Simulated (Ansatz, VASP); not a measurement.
**MgS: VASP beside Ansatz**

```
CELL_PARAMETERS angstrom
0.00000 2.60165 2.60165
2.60165 0.00000 2.60165
2.60165 2.60165 0.00000
ATOMIC_POSITIONS crystal
S 0.50000 0.50000 0.50000
Mg 0.00000 0.00000 0.00000
```

Alike in both runs: functional BLYP; k mesh 9 × 9 × 9; occupations fermi-dirac, width 0.05 eV; no spin polarisation.

```csv
,VASP,Ansatz
version,VASP 6.6.1,Ansatz 0.2.0
potentials or method,"VASP PAW PBE potentials, release 64 (S, Mg)",Ansatz PAW
plane-wave cutoff (eV),520,420
valence electrons in the cell,8,16
task,single point,band structure
```

VASP gave:

```
gap on the k mesh at the Fermi level (eV) : 2.96
least direct gap on the mesh (eV)         : 3.88
pressure (GPa)                            : 3.5
```

What did Ansatz give for the same quantities?

gap on the k mesh at the Fermi level (eV): 2.97; least direct gap on the mesh (eV): 3.88; pressure (GPa): 3.7.

VASP's potentials were made for PBE, not for BLYP. VASP's potentials hold 8 valence electrons a cell and Ansatz's 16, so a difference there can come from the potentials and not from the codes.

Noted on Ansatz's run: the k mesh misses the band edges, so the gap on the mesh is wider than the one along the path.
